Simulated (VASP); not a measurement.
Runs of VASP 6.6.1 on Ge. The structure is that of space group Imma (No. 74), or close to it. The cells are those of the table. 

```tsv
cell	gap on the mesh (eV)	pressure (GPa)	largest force (eV/Å)
a = 3.807 Å, angles 100.8, 94.7, 136.9°, 2 atoms	none	2.4	0.05
a = 3.949 Å, angles 100.8, 94.7, 136.9°, 2 atoms	none	-5.6	0.06
a = 3.879 Å, angles 100.8, 94.7, 136.9°, 2 atoms	none	-2.2	0.05
a = 3.914 Å, angles 100.8, 94.7, 136.9°, 2 atoms	none	(b)	0.06
a = 3.843 Å, angles 100.8, 94.7, 136.9°, 2 atoms	none	-0.1	0.05
a = 3.983 Å, angles 100.8, 94.7, 136.9°, 2 atoms	none	(a)	0.06
```

Alike in all rows: task single point; level LDA; potentials or basis VASP PAW LDA potentials, release 64 (Ge_d); no spin polarisation; k mesh 11 × 11 × 11; cutoff (eV) 520; smearing fermi-dirac 0.15 eV.

Problem. Estimate the missing entries.

Solution. (a) -6.9; (b) -4.1.

Caveats: the cell stands under tension (at least some runs).

A k mesh can miss the band edges, and the runs leave out spin-orbit coupling on Ge.

A gap of «none» marks levels without a gap at the run's occupations.
